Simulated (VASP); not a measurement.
# As (Fm-3m) in VASP: single point with LDA

Aim: the single point of As with LDA.

Program: VASP 6.6.1. These are calculated values, not measurements. Logs are shortened: lines on timing, memory, paths and dates and some standing lists are left out, and cuts for length are marked.

### 1 The cell of the first run

The structure is cubic, space group Fm-3m (No. 225). The conventional cell has a = 4.777 Å, b = 4.777 Å, c = 4.777 Å, α = 90.00°, β = 90.00°, γ = 90.00°. Within 4.4 Å of As (site symmetry m-3m) lie 12 As at 3.38 Å.

### 2 Single point, LDA

Contents of INCAR:

```
  PREC = Accurate
  ENCUT = 520
  EDIFF = 1E-7
  ISMEAR = -1
  SIGMA = 0.1
  LREAL = False
  LASPH = True
  NELM = 60
  ALGO = Normal
  ISIF = 2
  LWAVE = False
  LCHARG = True
  LELF = True
  LVHAR = True
  NBANDS = 8
```

Contents of KPOINTS:

```
regular mesh
0
Gamma
  6 6 6
```

Contents of POSCAR:

```
As
1.0
    0.0000000000      2.3885000000      2.3885000000
    2.3885000000      0.0000000000      2.3885000000
    2.3885000000      2.3885000000      0.0000000000
As
1
Direct
    0.2500000000      0.2500000000      0.2500000000
```

Potentials or basis: VASP PAW LDA potentials, release 64 (As).

Launch:

```console
$ cat potpaw_LDA.64/As/POTCAR > POTCAR
$ mpirun -np 1 vasp_std > vasp.out
```

OUTCAR:

```text
PREC = Accurate
   ENCUT = 520
   EDIFF = 1E-7
   ISMEAR = -1
   LREAL = False
   LASPH = True
   NELM = 60
   ISIF = 2

 ion  position               nearest neighbor table
   1  0.250  0.250  0.250-

  LATTYP: Found a face centered cubic cell.
 ALAT       =     4.7770000000

  Lattice vectors:

 A1 = (   0.0000000000,   2.3885000000,   2.3885000000)
 A2 = (   2.3885000000,   0.0000000000,   2.3885000000)
 A3 = (   2.3885000000,   2.3885000000,   0.0000000000)

Analysis of symmetry for initial positions (statically):
=====================================================================
 Subroutine PRICEL returns:
 Original cell was already a primitive cell.

 Routine SETGRP: Setting up the symmetry group for a
 face centered cubic supercell.

 Subroutine GETGRP returns: Found 48 space group operations
 (whereof 24 operations were pure point group operations)
 out of a pool of 48 trial point group operations.

The static configuration has the point symmetry T_d .
 The point group associated with its full space group is O_h .

Analysis of symmetry for dynamics (positions and initial velocities):
=====================================================================
 Subroutine PRICEL returns:
 Original cell was already a primitive cell.

 Routine SETGRP: Setting up the symmetry group for a
 face centered cubic supercell.

 Subroutine GETGRP returns: Found 48 space group operations
 (whereof 24 operations were pure point group operations)
 out of a pool of 48 trial point group operations.

The dynamic configuration has the point symmetry T_d .
 The point group associated with its full space group is O_h .

 Subroutine INISYM returns: Found 48 space group operations
 (whereof 24 operations are pure point group operations),
 and found     1 'primitive' translations

----------------------------------------------------------------------------------------

                                     Primitive cell

  volume of cell :      27.2525

  direct lattice vectors                    reciprocal lattice vectors
     0.000000000  2.388500000  2.388500000    -0.209336404  0.209336404  0.209336404
     2.388500000  0.000000000  2.388500000     0.209336404 -0.209336404  0.209336404
     2.388500000  2.388500000  0.000000000     0.209336404  0.209336404 -0.209336404

  length of vectors
     3.377849094  3.377849094  3.377849094     0.362581287  0.362581287  0.362581287

  position of ions in fractional coordinates (direct lattice)
     0.250000000  0.250000000  0.250000000

  ion indices of the primitive-cell ions
   primitive index   ion index
                 1           1

----------------------------------------------------------------------------------------

 KPOINTS: regular mesh

Automatic generation of k-mesh.
 Grid dimensions read from file:
 generate k-points for:    6    6    6

 Generating k-lattice:

  Cartesian coordinates                     Fractional coordinates (reciprocal lattice)
    -0.034889401  0.034889401  0.034889401     0.166666667  0.000000000  0.000000000
     0.034889401 -0.034889401  0.034889401     0.000000000  0.166666667  0.000000000
     0.034889401  0.034889401 -0.034889401     0.000000000  0.000000000  0.166666667

  Length of vectors
     0.060430214  0.060430214  0.060430214

  Shift w.r.t. Gamma in fractional coordinates (k-lattice)
     0.000000000  0.000000000  0.000000000

 Subroutine IBZKPT returns following result:
 ===========================================

 Found     16 irreducible k-points:

 Following reciprocal coordinates:
            Coordinates               Weight
  0.000000  0.000000  0.000000      1.000000
  0.166667  0.000000  0.000000      8.000000
  0.333333  0.000000  0.000000      8.000000
  0.500000  0.000000  0.000000      4.000000
  0.166667  0.166667  0.000000      6.000000
  0.333333  0.166667  0.000000     24.000000
[... 8 lines left out ...]
 -0.333333  0.333333  0.166667     24.000000
 -0.333333  0.500000  0.166667     12.000000
   k-points           NKPTS =     16   k-points in BZ     NKDIM =     16   number of bands    NBANDS=      8
   number of dos      NEDOS =    301   number of ions     NIONS =      1
   total plane-waves  NPLWV =  21952
   dimension x,y,z NGX =    28 NGY =   28 NGZ =   28
   dimension x,y,z NGXF=    56 NGYF=   56 NGZF=   56
   ions per type =               1
   NGX,Y,Z   is equivalent  to a cutoff of  13.78, 13.78, 13.78 a.u.
   NGXF,Y,Z  is equivalent  to a cutoff of  27.56, 27.56, 27.56 a.u.
 SYSTEM =  unknown system
   PREC   = accura    normal or accurate (medium, high low for compatibility)
   ISTART =      0    job   : 0-new  1-cont  2-samecut
   ICHARG =      2    charge: 1-file 2-atom 10-const
   ISPIN  =      1    spin polarized calculation?
   LNONCOLLINEAR =      F non collinear calculations
   LSORBIT =      F    spin-orbit coupling
   LASPH  =      T    aspherical Exc in radial PAW
   ENCUT  =  520.0 eV  38.22 Ry    6.18 a.u.   6.28  6.28  6.28*2*pi/ulx,y,z
   NELM   =     60;   NELMIN=  2; NELMDL= -5     # of ELM steps
   EDIFF  = 0.1E-06   stopping-criterion for ELM
   LREAL  =      F    real-space projection
   EDIFFG = 0.1E-05   stopping-criterion for IOM
   NSW    =      0    number of steps for IOM
   IBRION =     -1    ionic relax: 0-MD 1-quasi-New 2-CG
   NFREE  =      0    steps in history (QN), initial steepest desc. (CG)
   ISIF   =      2    stress and relaxation
   ISYM   =      2    0-nonsym 1-usesym 2-fastsym
   POTIM  = 0.5000    time-step for ionic-motion
   TEBEG  =    0.0;   TEEND  =   0.0 temperature during run
   PSTRESS=    0.0 pullay stress
   NELECT =       5.0000    total number of electrons
   NUPDOWN=      -1.0000    fix difference up-down
   EMIN   =  10.00;   EMAX   =-10.00  energy-range for DOS
   EFERMI =   0.00;   METHOD = LEGACY
   ISMEAR =    -1;   SIGMA  =   0.10  broadening in eV -4-tet -1-fermi 0-gaus
   EFERMI_NEDOS =   21; number of points for ismear=-14 and -15
   IALGO  =     38    algorithm
   IMIX   =      4    mixing-type and parameters
     AMIX     =   0.40;   BMIX     =  1.00
     AMIX_MAG =   1.60;   BMIX_MAG =  1.00
  volume/ion in A,a.u.               =      27.25       183.91
  Fermi-wavevector in a.u.,A,eV,Ry     =   0.930243  1.757904 11.773821  0.865351
  Thomas-Fermi vector in A             =   2.056610
   LORBIT       =      0    0 simple, 1 ext, 2 COOP (PROOUT), +10 PAW based schemes
   GGA     = CA    functional components
   LHFCALC =     F    Hartree Fock is set to
   AEXX    =    0.0000 exact exchange contribution
   IVDW    =     0    specifies the selected vdW correction
   LEPSILON=     F    determine dielectric tensor
   LRPA    =     F    only Hartree local field effects (RPA)
 non-spin polarized calculation
  energy-cutoff  :      520.00
  volume of cell :       27.25
 maximum number of plane-waves:       754
 NGX is ok and might be reduce to    28
   NGX = 13   NGY = 13   NGZ = 13

 number of electron       5.0000000 magnetization

 Free energy of the ion-electron system (eV)
  ---------------------------------------------------
  ext. energy  EPLUGINS =         0.00000000
  ---------------------------------------------------
  free energy    TOTEN  =        -4.29169973 eV

  energy without entropy =       -4.26561494  energy(sigma->0) =       -4.27865733

 E-fermi :   3.1022     XC(G=0):  -9.4257

 val. band max:        2.3558169217   @ k =  -0.3333   0.5000   0.1667
 cond. band min:       3.1025037947   @ k =  -0.3333   0.1667   0.0000
 fundamental gap:      0.7466868730
 Fermi energy:         3.1021723074

 k-point     1 :       0.0000    0.0000    0.0000
  band No.  band energies     occupation
      1      -9.5831      2.00000
      2       6.3236      0.00000
      3       6.3236      0.00000
      4       6.3236      0.00000
      5      12.0625      0.00000
      6      14.0986      0.00000
      7      14.0986      0.00000
      8      14.0986      0.00000

 k-point     2 :       0.1667    0.0000    0.0000
  band No.  band energies     occupation
      1      -9.1539      2.00000
      2       3.8054      0.00176
      3       6.0192      0.00000
      4       6.0192      0.00000
      5      12.1321      0.00000
      6      14.6536      0.00000
      7      14.6536      0.00000
      8      14.7077      0.00000

 k-point     3 :       0.3333    0.0000    0.0000
  band No.  band energies     occupation
      1      -8.0164      2.00000
      2       0.2470      2.00000
      3       5.5335      0.00000
      4       5.5335      0.00000
      5      11.0399      0.00000
      6      13.8901      0.00000
      7      13.8901      0.00000
      8      16.1388      0.00000

 k-point     4 :       0.5000    0.0000    0.0000
  band No.  band energies     occupation
      1      -7.1375      2.00000
      2      -1.5215      2.00000
      3       5.3324      0.00000
      4       5.3324      0.00000
      5      10.6944      0.00000
      6      13.3233      0.00000
      7      13.3233      0.00000
      8      15.5255      0.00000

 k-point     5 :       0.1667    0.1667    0.0000
  band No.  band energies     occupation
      1      -9.0098      2.00000
      2       4.2156      0.00003
      3       5.2752      0.00000
      4       5.2752      0.00000
      5      11.7042      0.00000
      6      12.9880      0.00000
      7      15.8923      0.00000
      8      15.9362      0.00000
[... 89 lines left out ...]
 k-point    14 :       0.5000    0.3333    0.1667
  band No.  band energies     occupation
      1      -7.1191      2.00000
      2       0.4753      2.00000
      3       2.2827      1.99945
      4       4.0077      0.00023
      5      11.3806      0.00000
      6      12.4401      0.00000
      7      14.5171      0.00000
      8      18.8794      0.00000

 k-point    15 :      -0.3333    0.3333    0.1667
  band No.  band energies     occupation
      1      -6.4372      2.00000
      2      -0.2980      2.00000
      3       1.5600      2.00000
      4       3.3700      0.12854
      5      11.3927      0.00000
      6      13.3434      0.00000
      7      15.7964      0.00000
      8      16.8193      0.00000

 k-point    16 :      -0.3333    0.5000    0.1667
  band No.  band energies     occupation
      1      -6.1550      2.00000
      2      -0.1496      2.00000
      3       1.6679      2.00000
      4       2.3558      1.99885
      5      10.4869      0.00000
      6      11.8843      0.00000
      7      17.3967      0.00000
      8      17.3992      0.00000

------------------------ aborting loop because EDIFF is reached ----------------------------------------

  FORCE on cell =-STRESS in cart. coord.  units (eV):
  Direction    XX          YY          ZZ          XY          YZ          ZX
  --------------------------------------------------------------------------------------
  -------------------------------------------------------------------------------------
  Total       -2.7991264     -2.7991264     -2.7991264      0.0000000      0.0000000      0.0000000
  in kB     -164.5611692   -164.5611692   -164.5611692      0.0000000      0.0000000      0.0000000
  external PRESSURE =    -164.5611692 kB  Pullay stress =       0.0000000 kB

 VOLUME and BASIS-vectors are now :
 -----------------------------------------------------------------------------
  energy-cutoff  :      520.00
  volume of cell :       27.25
      direct lattice vectors                 reciprocal lattice vectors
     0.000000000  2.388500000  2.388500000    -0.209336404  0.209336404  0.209336404
     2.388500000  0.000000000  2.388500000     0.209336404 -0.209336404  0.209336404
     2.388500000  2.388500000  0.000000000     0.209336404  0.209336404 -0.209336404

 POSITION                                       TOTAL-FORCE (eV/Angst)
 -----------------------------------------------------------------------------------
      1.19425      1.19425      1.19425        -0.000000      0.000000      0.000000
 -----------------------------------------------------------------------------------
    total drift:                                0.000000      0.000000      0.000000

  FREE ENERGIE OF THE ION-ELECTRON SYSTEM (eV)
  ---------------------------------------------------
  free  energy   TOTEN  =        -4.2916997308 eV

  energy  without entropy=       -4.2656149367  energy(sigma->0) =       -4.27865733
```

Run time: 2.7 s. Hardware: 1 thread of Intel Xeon Platinum 8559C (Emerald Rapids), shared host; peak memory 0.13 GiB.

Results:

```yaml
Free_energy: -4.2917 eV
Pressure: -16.5 GPa
```

Levels at points of the mesh, in eV from the Fermi level:
| k point | band 1 | band 2 | band 3 | band 4 | band 5 | band 6 | band 7 |
| --- | --- | --- | --- | --- | --- | --- | --- |
| (0.00, 0.00, 0.00) | -12.69 | 3.22 | 3.22 | 3.22 | 8.96 | 11.00 | 11.00 |
| (0.50, 0.00, 0.00) | -10.24 | -4.62 | 2.23 | 2.23 | 7.59 | 10.22 | 10.22 |
| (0.50, 0.50, 0.00) | -9.32 | -3.91 | 0.17 | 0.17 | 4.88 | 5.90 | 19.60 |

Caveat: the k points lie up to 0.38 Å⁻¹ apart.
